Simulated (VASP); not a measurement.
# AgI (P6_3mc) in VASP: settings compared

The runs below take AgI through single point, with PBE, PBE+D3(BJ).

All numbers are computed with VASP 6.6.1; they aren't measurements. Logs are shortened: lines on timing, memory, paths and dates and some standing lists are left out, and cuts for length are marked.

## (1) The cell of the first run

It takes space group P6_3mc (No. 186, hexagonal). Conventional cell: a = 4.651 Å, b = 4.651 Å, c = 7.600 Å, α = 90.00°, β = 90.00°, γ = 120.00°. Ag (site symmetry 3m) has 4 I at 2.85 Å within 3.8 Å. Within 3.8 Å of I (site symmetry 3m) lie 4 Ag at 2.85 Å.

## (2) Single point, PBE

File INCAR:

```
  ALGO = Normal
  EDIFF = 1E-6
  ENCUT = 500
  GGA = PE
  GGA_COMPAT = False
  ISIF = 2
  ISMEAR = 0
  LASPH = True
  LCHARG = False
  LREAL = False
  LWAVE = False
  NBANDS = 26
  NELM = 120
  PREC = Accurate
  SIGMA = 0.01
```

File KPOINTS:

```
k-points
0
Gamma
  6 6 2
```

File POSCAR:

```
AgI
1.0
    4.6507421514      0.0000000000      0.0000000000
   -2.3253710757      4.0276608495      0.0000000000
    0.0000000000      0.0000000000      7.5997163705
Ag I
2 2
Direct
    0.6666666667      0.3333333333      0.6275238183
    0.3333333333      0.6666666667      0.1275238183
    0.6666666667      0.3333333333      0.0024761817
    0.3333333333      0.6666666667      0.5024761817
```

Potentials or basis: VASP PAW PBE potentials, release 64 (Ag, I).

Started as:

```console
$ cat potpaw_PBE.64/Ag/POTCAR potpaw_PBE.64/I/POTCAR > POTCAR
$ mpirun -np 1 vasp_std > vasp.out
```

OUTCAR:

```text
EDIFF = 1E-6
   ENCUT = 500
   GGA = PE
   ISIF = 2
   ISMEAR = 0
   LASPH = True
   LREAL = False
   NELM = 120
   PREC = Accurate

 ion  position               nearest neighbor table
   1  0.667  0.333  0.628-   4 2.85   4 2.85   4 2.85   3 2.85
   2  0.333  0.667  0.128-   3 2.85   3 2.85   3 2.85   4 2.85
   3  0.667  0.333  0.002-   2 2.85   2 2.85   2 2.85   1 2.85
   4  0.333  0.667  0.502-   1 2.85   1 2.85   1 2.85   2 2.85

  LATTYP: Found a hexagonal cell.
 ALAT       =     4.6507421514
 C/A-ratio  =     1.6340868023

  Lattice vectors:

 A1 = (   4.6507421514,   0.0000000000,   0.0000000000)
 A2 = (  -2.3253710757,   4.0276608495,   0.0000000000)
 A3 = (   0.0000000000,   0.0000000000,   7.5997163705)

Analysis of symmetry for initial positions (statically):
=====================================================================
 Subroutine PRICEL returns:
 Original cell was already a primitive cell.

 Routine SETGRP: Setting up the symmetry group for a
 hexagonal supercell.

 Subroutine GETGRP returns: Found 12 space group operations
 (whereof  6 operations were pure point group operations)
 out of a pool of 24 trial point group operations.

The static configuration has the point symmetry C_3v.
 The point group associated with its full space group is C_6v.

Analysis of symmetry for dynamics (positions and initial velocities):
=====================================================================
 Subroutine PRICEL returns:
 Original cell was already a primitive cell.

 Routine SETGRP: Setting up the symmetry group for a
 hexagonal supercell.

 Subroutine GETGRP returns: Found 12 space group operations
 (whereof  6 operations were pure point group operations)
 out of a pool of 24 trial point group operations.

The dynamic configuration has the point symmetry C_3v.
 The point group associated with its full space group is C_6v.

 Subroutine INISYM returns: Found 12 space group operations
 (whereof  6 operations are pure point group operations),
 and found     1 'primitive' translations

----------------------------------------------------------------------------------------

                                     Primitive cell

  volume of cell :     142.3549

  direct lattice vectors                    reciprocal lattice vectors
     4.650742151  0.000000000  0.000000000     0.215019446  0.124141535  0.000000000
    -2.325371076  4.027660850  0.000000000     0.000000000  0.248283070  0.000000000
     0.000000000  0.000000000  7.599716371     0.000000000  0.000000000  0.131583858

  length of vectors
     4.650742151  4.650742151  7.599716371     0.248283070  0.248283070  0.131583858

  position of ions in fractional coordinates (direct lattice)
     0.666666667  0.333333333  0.627523818
     0.333333333  0.666666667  0.127523818
     0.666666667  0.333333333  0.002476182
     0.333333333  0.666666667  0.502476182

  ion indices of the primitive-cell ions
   primitive index   ion index
                 1           1
                 2           2
                 3           3
                 4           4

----------------------------------------------------------------------------------------

 KPOINTS: k-points

Automatic generation of k-mesh.
 Grid dimensions read from file:
 generate k-points for:    6    6    2

 Generating k-lattice:

  Cartesian coordinates                     Fractional coordinates (reciprocal lattice)
     0.035836574  0.020690256  0.000000000     0.166666667  0.000000000  0.000000000
     0.000000000  0.041380512  0.000000000     0.000000000  0.166666667  0.000000000
     0.000000000  0.000000000  0.065791929     0.000000000  0.000000000  0.500000000

  Length of vectors
     0.041380512  0.041380512  0.065791929

  Shift w.r.t. Gamma in fractional coordinates (k-lattice)
     0.000000000  0.000000000  0.000000000

 Subroutine IBZKPT returns following result:
 ===========================================

 Found     14 irreducible k-points:

 Following reciprocal coordinates:
            Coordinates               Weight
  0.000000  0.000000  0.000000      1.000000
  0.166667  0.000000  0.000000      6.000000
  0.333333  0.000000  0.000000      6.000000
  0.500000  0.000000  0.000000      3.000000
  0.166667  0.166667  0.000000      6.000000
  0.333333  0.166667  0.000000     12.000000
  0.333333  0.333333  0.000000      2.000000
  0.000000  0.000000  0.500000      1.000000
  0.166667  0.000000  0.500000      6.000000
  0.333333  0.000000  0.500000      6.000000
  0.500000  0.000000  0.500000      3.000000
  0.166667  0.166667  0.500000      6.000000
  0.333333  0.166667  0.500000     12.000000
  0.333333  0.333333  0.500000      2.000000
   k-points           NKPTS =     14   k-points in BZ     NKDIM =     14   number of bands    NBANDS=     26
   number of dos      NEDOS =    301   number of ions     NIONS =      4
   total plane-waves  NPLWV =  72576
   dimension x,y,z NGX =    36 NGY =   36 NGZ =   56
   dimension x,y,z NGXF=    72 NGYF=   72 NGZF=  112
   ions per type =               2   2
   NGX,Y,Z   is equivalent  to a cutoff of  12.87, 12.87, 12.25 a.u.
   NGXF,Y,Z  is equivalent  to a cutoff of  25.74, 25.74, 24.50 a.u.
 SYSTEM =  unknown system
   PREC   = accura    normal or accurate (medium, high low for compatibility)
   ISTART =      0    job   : 0-new  1-cont  2-samecut
   ICHARG =      2    charge: 1-file 2-atom 10-const
   ISPIN  =      1    spin polarized calculation?
   LNONCOLLINEAR =      F non collinear calculations
   LSORBIT =      F    spin-orbit coupling
   LASPH  =      T    aspherical Exc in radial PAW
   ENCUT  =  500.0 eV  36.75 Ry    6.06 a.u.   8.48  8.48 13.86*2*pi/ulx,y,z
   NELM   =    120;   NELMIN=  2; NELMDL= -5     # of ELM steps
   EDIFF  = 0.1E-05   stopping-criterion for ELM
   LREAL  =      F    real-space projection
   EDIFFG = 0.1E-04   stopping-criterion for IOM
   NSW    =      0    number of steps for IOM
   IBRION =     -1    ionic relax: 0-MD 1-quasi-New 2-CG
   NFREE  =      0    steps in history (QN), initial steepest desc. (CG)
   ISIF   =      2    stress and relaxation
   ISYM   =      2    0-nonsym 1-usesym 2-fastsym
   POTIM  = 0.5000    time-step for ionic-motion
   TEBEG  =    0.0;   TEEND  =   0.0 temperature during run
   PSTRESS=    0.0 pullay stress
   NELECT =      36.0000    total number of electrons
   NUPDOWN=      -1.0000    fix difference up-down
   EMIN   =  10.00;   EMAX   =-10.00  energy-range for DOS
   EFERMI =   0.00;   METHOD = LEGACY
   ISMEAR =     0;   SIGMA  =   0.01  broadening in eV -4-tet -1-fermi 0-gaus
   EFERMI_NEDOS =   21; number of points for ismear=-14 and -15
   IALGO  =     38    algorithm
   IMIX   =      4    mixing-type and parameters
     AMIX     =   0.40;   BMIX     =  1.00
     AMIX_MAG =   1.60;   BMIX_MAG =  1.00
  volume/ion in A,a.u.               =      35.59       240.16
  Fermi-wavevector in a.u.,A,eV,Ry     =   1.035265  1.956367 14.582362  1.071773
  Thomas-Fermi vector in A             =   2.169600
   LORBIT       =      0    0 simple, 1 ext, 2 COOP (PROOUT), +10 PAW based schemes
   GGA     = PE    functional components
   LHFCALC =     F    Hartree Fock is set to
   AEXX    =    0.0000 exact exchange contribution
   IVDW    =     0    specifies the selected vdW correction
   LEPSILON=     F    determine dielectric tensor
   LRPA    =     F    only Hartree local field effects (RPA)
 non-spin polarized calculation
 Gauss-broadening in eV      SIGMA  =   0.01
  energy-cutoff  :      500.00
  volume of cell :      142.35
 maximum number of plane-waves:      3657
 NGX is ok and might be reduce to    36
   NGX = 17   NGY = 17   NGZ = 27

 number of electron      36.0000004 magnetization

 Free energy of the ion-electron system (eV)
  ---------------------------------------------------
  ext. energy  EPLUGINS =         0.00000000
  ---------------------------------------------------
  free energy    TOTEN  =        -9.57454783 eV

  energy without entropy =       -9.57454783  energy(sigma->0) =       -9.57454783

 E-fermi :   2.8169     XC(G=0):  -8.2492

 val. band max:        2.7101880910   @ k =   0.0000   0.0000   0.0000
 cond. band min:       4.0801093817   @ k =   0.0000   0.0000   0.0000
 fundamental gap:      1.3699212907
 Fermi energy:         2.8168953154

 k-point     1 :       0.0000    0.0000    0.0000
  band No.  band energies     occupation
      1      -9.8871      2.00000
      2      -9.6245      2.00000
      3      -1.2658      2.00000
      4      -1.2643      2.00000
      5      -1.2643      2.00000
      6      -1.1792      2.00000
[... 18 lines left out ...]
     25       9.3914      0.00000
     26       9.9817      0.00000

 k-point     2 :       0.1667    0.0000    0.0000
  band No.  band energies     occupation
      1      -9.8307      2.00000
      2      -9.5972      2.00000
      3      -1.3123      2.00000
      4      -1.2277      2.00000
      5      -1.2226      2.00000
      6      -1.1341      2.00000
[... 18 lines left out ...]
     25       9.6329      0.00000
     26       9.9007      0.00000

 k-point     3 :       0.3333    0.0000    0.0000
  band No.  band energies     occupation
      1      -9.7051      2.00000
      2      -9.5505      2.00000
      3      -1.3728      2.00000
      4      -1.2251      2.00000
      5      -1.1448      2.00000
      6      -1.0308      2.00000
[... 18 lines left out ...]
     25      10.1033      0.00000
     26      10.4698      0.00000

 k-point     4 :       0.5000    0.0000    0.0000
  band No.  band energies     occupation
      1      -9.6270      2.00000
      2      -9.5398      2.00000
      3      -1.3586      2.00000
      4      -1.2519      2.00000
      5      -1.1104      2.00000
      6      -0.9411      2.00000
[... 18 lines left out ...]
     25      10.2209      0.00000
     26      11.8369      0.00000

 k-point     5 :       0.1667    0.1667    0.0000
  band No.  band energies     occupation
      1      -9.7390      2.00000
      2      -9.5604      2.00000
      3      -1.3123      2.00000
      4      -1.2325      2.00000
      5      -1.1666      2.00000
      6      -1.0914      2.00000
[... 18 lines left out ...]
     25      10.1156      0.00000
     26      10.2657      0.00000

 k-point     6 :       0.3333    0.1667    0.0000
  band No.  band energies     occupation
      1      -9.6284      2.00000
      2      -9.5392      2.00000
      3      -1.2944      2.00000
      4      -1.1659      2.00000
      5      -1.1148      2.00000
      6      -0.9726      2.00000
[... 18 lines left out ...]
     25      10.3140      0.00000
     26      10.6239      0.00000

 k-point     7 :       0.3333    0.3333    0.0000
  band No.  band energies     occupation
      1      -9.5617      2.00000
      2      -9.5617      2.00000
      3      -1.2482      2.00000
      4      -1.0461      2.00000
      5      -1.0461      2.00000
      6      -0.8797      2.00000
[... 18 lines left out ...]
     25      10.1867      0.00000
     26      10.1867      0.00000

 k-point     8 :       0.0000    0.0000    0.5000
  band No.  band energies     occupation
      1      -9.7586      2.00000
      2      -9.7586      2.00000
      3      -1.3343      2.00000
      4      -1.3343      2.00000
      5      -1.2070      2.00000
      6      -1.2070      2.00000
[... 18 lines left out ...]
     25       8.8138      0.00000
     26       8.8138      0.00000

 k-point     9 :       0.1667    0.0000    0.5000
  band No.  band energies     occupation
      1      -9.7157      2.00000
      2      -9.7157      2.00000
      3      -1.3691      2.00000
      4      -1.3691      2.00000
      5      -1.1549      2.00000
      6      -1.1549      2.00000
[... 18 lines left out ...]
     25       9.2261      0.00000
     26       9.2261      0.00000

 k-point    10 :       0.3333    0.0000    0.5000
  band No.  band energies     occupation
      1      -9.6274      2.00000
      2      -9.6274      2.00000
      3      -1.4278      2.00000
      4      -1.4278      2.00000
      5      -1.0443      2.00000
      6      -1.0443      2.00000
[... 18 lines left out ...]
     25       9.9385      0.00000
     26       9.9385      0.00000

 k-point    11 :       0.5000    0.0000    0.5000
  band No.  band energies     occupation
      1      -9.5820      2.00000
      2      -9.5820      2.00000
      3      -1.4484      2.00000
      4      -1.4484      2.00000
      5      -0.9864      2.00000
      6      -0.9864      2.00000
[... 18 lines left out ...]
     25      10.1608      0.00000
     26      10.1608      0.00000

 k-point    12 :       0.1667    0.1667    0.5000
  band No.  band energies     occupation
      1      -9.6500      2.00000
      2      -9.6500      2.00000
      3      -1.3886      2.00000
      4      -1.3886      2.00000
      5      -1.1235      2.00000
      6      -1.1235      2.00000
[... 18 lines left out ...]
     25       9.8015      0.00000
     26       9.8015      0.00000

 k-point    13 :       0.3333    0.1667    0.5000
  band No.  band energies     occupation
      1      -9.5823      2.00000
      2      -9.5823      2.00000
      3      -1.3733      2.00000
      4      -1.3733      2.00000
      5      -1.0524      2.00000
      6      -1.0524      2.00000
[... 18 lines left out ...]
     25      10.1924      0.00000
     26      10.1924      0.00000

 k-point    14 :       0.3333    0.3333    0.5000
  band No.  band energies     occupation
      1      -9.5597      2.00000
      2      -9.5597      2.00000
      3      -1.2634      2.00000
      4      -1.2634      2.00000
      5      -1.1042      2.00000
      6      -1.1042      2.00000
[... 18 lines left out ...]
     25      10.9145      0.00000
     26      10.9149      0.00000

------------------------ aborting loop because EDIFF is reached ----------------------------------------

  FORCE on cell =-STRESS in cart. coord.  units (eV):
  Direction    XX          YY          ZZ          XY          YZ          ZX
  --------------------------------------------------------------------------------------
  -------------------------------------------------------------------------------------
  Total        0.5034074      0.5034074      0.5123668      0.0000000      0.0000000      0.0000000
  in kB        5.6657526      5.6657526      5.7665897      0.0000000      0.0000000      0.0000000
  external PRESSURE =       5.6993650 kB  Pullay stress =       0.0000000 kB

 VOLUME and BASIS-vectors are now :
 -----------------------------------------------------------------------------
  energy-cutoff  :      500.00
  volume of cell :      142.35
      direct lattice vectors                 reciprocal lattice vectors
     4.650742151  0.000000000  0.000000000     0.215019446  0.124141535  0.000000000
    -2.325371076  4.027660850  0.000000000     0.000000000  0.248283070  0.000000000
     0.000000000  0.000000000  7.599716371     0.000000000  0.000000000  0.131583858

 POSITION                                       TOTAL-FORCE (eV/Angst)
 -----------------------------------------------------------------------------------
      2.32537      1.34255      4.76900        -0.000000     -0.000000     -0.002246
     -0.00000      2.68511      0.96914        -0.000000     -0.000000     -0.002246
      2.32537      1.34255      0.01882        -0.000000      0.000000      0.002246
     -0.00000      2.68511      3.81868         0.000000     -0.000000      0.002246
 -----------------------------------------------------------------------------------
    total drift:                               -0.000000      0.000000      0.000572

  FREE ENERGIE OF THE ION-ELECTRON SYSTEM (eV)
  ---------------------------------------------------
  free  energy   TOTEN  =        -9.5745478294 eV

  energy  without entropy=       -9.5745478294  energy(sigma->0) =       -9.57454783
```

Wall time 30 s (1 thread of AMD EPYC 9R45 (Zen 5), shared host); peak memory 0.23 GiB.

What came out:

| Property | Result |
| --- | --- |
| Free energy | -9.5745 eV |
| Pressure | 0.6 GPa |
| Band gap on the k mesh | 1.37 eV |

Forces on the atoms (eV/Å):
```
Ag   0.000  0.000 -0.002
Ag   0.000  0.000 -0.002
I    0.000  0.000  0.002
I    0.000  0.000  0.002
```

Caveat: spin-orbit coupling is left out, which moves the levels of the heavy elements.

## (3) Single point, PBE+D3(BJ)

File INCAR:

```
SYSTEM = AgI
PREC = Accurate
ENCUT = 500
EDIFF = 1E-6
ISMEAR = 0
SIGMA = 0.01
LREAL = .False.
LASPH = .True.
NELM = 120
ALGO = Normal
ISIF = 2
LWAVE = .False.
LCHARG = .False.
GGA = PE
IVDW = 12
NBANDS = 26
GGA_COMPAT = .False.
```

File KPOINTS:

```
Automatic mesh
0
Gamma
  6 6 2
  0 0 0
```

POSCAR is that of step 2.

Potentials or basis: VASP PAW PBE potentials, release 64 (Ag, I).

Started as:

```console
$ cat potpaw_PBE.64/Ag/POTCAR potpaw_PBE.64/I/POTCAR > POTCAR
$ mpirun -np 1 vasp_std > vasp.out
```

It took 30 s on 1 thread of AMD EPYC 9R45 (Zen 5), shared host; peak memory 0.23 GiB.

It converged, with:

| Quantity | Value |
| --- | --- |
| Free energy | -10.8092 eV |
| Pressure | -1.1 GPa |
| Band gap on the k mesh | 1.37 eV |
| Dispersion energy per atom | -0.309 eV |

Levels at points of the mesh, in eV from the valence-band top:
```
           k point  band 15  band 16  band 17  band 18  band 19  band 20  band 21  band 22
(0.00, 0.00, 0.00)    -0.66    -0.06     0.00     0.00     1.37     2.66     5.81     5.81
(0.50, 0.00, 0.00)    -2.06    -1.66    -0.96    -0.67     3.32     3.63     4.87     5.84
(0.00, 0.00, 0.50)    -0.34    -0.34    -0.34    -0.34     2.65     2.65     5.64     5.64
(0.50, 0.00, 0.50)    -1.16    -1.16    -1.15    -1.15     3.29     3.29     4.91     4.91
```

Caveat: spin-orbit coupling is left out, which moves the levels of the heavy elements. As with any semilocal functional, this PBE gap is likely too small.

## (4) Single point, PBE

File INCAR:

```
SYSTEM = AgI
  ALGO = Normal
  EDIFF = 1E-6
  ENCUT = 500
  GGA = PE
  GGA_COMPAT = .False.
  ISIF = 2
  ISMEAR = 0
  LASPH = .True.
  LCHARG = .True.
  LELF = .True.
  LREAL = .False.
  LVHAR = .True.
  LWAVE = .False.
  NBANDS = 26
  NELM = 120
  PREC = Accurate
  SIGMA = 0.5
```

File KPOINTS:

```
k-points
0
Gamma
  6 6 2
  0 0 0
```

POSCAR is that of step 3.

Started as:

```console
$ cat potpaw_PBE.64/Ag/POTCAR potpaw_PBE.64/I/POTCAR > POTCAR
$ mpirun -np 1 vasp_std > vasp.out
```

It took 31 s on 1 thread of AMD EPYC 9R45 (Zen 5), shared host; peak memory 0.23 GiB.

Results (log left out):

| Item | Value |
| --- | --- |
| Free energy | -9.5750 eV |
| Pressure | 0.6 GPa |
| Band gap on the k mesh | 1.37 eV |

Forces on the atoms (eV/Å):
```
Ag   0.000  0.000 -0.002
Ag   0.000  0.000 -0.002
I    0.000  0.000  0.002
I    0.000  0.000  0.002
```

Levels at points of the mesh, in eV from the valence-band top:
```
           k point  band 16  band 17  band 18  band 19  band 20  band 21
(0.00, 0.00, 0.00)    -0.06     0.00     0.00     1.37     2.66     5.81
(0.50, 0.00, 0.00)    -1.66    -0.96    -0.67     3.32     3.63     4.87
(0.00, 0.00, 0.50)    -0.34    -0.34    -0.34     2.65     2.65     5.64
(0.50, 0.00, 0.50)    -1.16    -1.15    -1.15     3.29     3.29     4.91
```

Caveat: so wide a smearing shifts energies and pressures; spin-orbit coupling is left out, which moves the levels of the heavy elements.

(Part 1 of 2 ends here.)
